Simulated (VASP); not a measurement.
Crystal: BeSO.

```
Be S O
1.0
     3.33536    0.00000    0.00000
     0.00000    3.33536    0.00000
     0.00000    0.00000    4.39208
Be S O
1 1 1
Direct
  0.00000 0.00000 0.50000
  0.00000 0.00000 0.00000
  0.50000 0.50000 0.00000
```

```yaml
Program: VASP 6.6.1
Task: relaxation of cell and atoms
Functional: PBE
Potentials_or_basis: VASP PAW PBE potentials, release 64 (Be, S, O)
Cutoff: 600 eV
k_mesh: 6 × 6 × 4
Occupations: gaussian, width 0.1 eV
Spin: no spin polarisation
```

At the start: pressure -12.5 GPa; volume 16.29 Å³/atom.

Where does the relaxation end?

Over 8 steps the energy falls by 243.3 meV/atom and the volume is 13.92 Å³/atom (-14.6 %); space group P4/mmm (No. 123, to 0.05 Å).

Step by step:
```csv
step,energy change (eV),largest force (eV/Å),pressure (GPa),volume (Å³)
1,0.0000,0.0000,-12.53,48.86
2,-0.6692,0.0000,0.16,40.30
3,-0.6759,0.0000,2.11,39.65
4,-0.7149,0.0000,2.12,40.27
5,-0.7192,0.0000,2.71,40.79
6,-0.7217,0.0000,2.43,40.60
7,-0.7288,0.0000,-0.83,42.18
8,-0.7299,0.0000,-0.02,41.75
```

Final structure:
```cif
data_structure
_symmetry_space_group_name_H-M 'P 1'
_symmetry_Int_Tables_number 1
_cell_length_a 3.3246
_cell_length_b 3.3246
_cell_length_c 3.7770
_cell_angle_alpha 90.000
_cell_angle_beta 90.000
_cell_angle_gamma 90.000
_cell_volume 41.75
loop_
_atom_site_label
_atom_site_type_symbol
_atom_site_fract_x
_atom_site_fract_y
_atom_site_fract_z
_atom_site_occupancy
Be1 Be 0.00000 0.00000 0.50000 1
S1 S 0.00000 0.00000 0.00000 1
O1 O 0.50000 0.50000 0.00000 1
```
